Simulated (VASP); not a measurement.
Here is a VASP 6.6.1 calculation.

The input INCAR:

```
ALGO = Normal ; EDIFF = 1E-6
ENCUT = 520 ; GGA = PE
ISIF = 2 ; ISMEAR = -1
LASPH = True ; LCHARG = False
LREAL = False ; LWAVE = False
NBANDS = 16 ; NELM = 100
PREC = Accurate ; SIGMA = 0.05
```

The input KPOINTS:

```
k-points
0
Gamma
  13 13 13
```

File POSCAR:

```
TiN
1.0
    0.0000000000      2.1220000000      2.1220000000
    2.1220000000      0.0000000000      2.1220000000
    2.1220000000      2.1220000000      0.0000000000
Ti N
1 1
Direct
    0.0000000000      0.0000000000      0.0000000000
    0.5000000000      0.5000000000      0.5000000000
```

Potentials or basis: VASP PAW PBE potentials, release 64 (Ti_sv, N).

Run with:

```sh
$ cat potpaw_PBE.64/Ti_sv/POTCAR potpaw_PBE.64/N/POTCAR > POTCAR
$ mpirun -np 1 vasp_std > vasp.out
```

Estimate the pressure.

1.0 GPa.
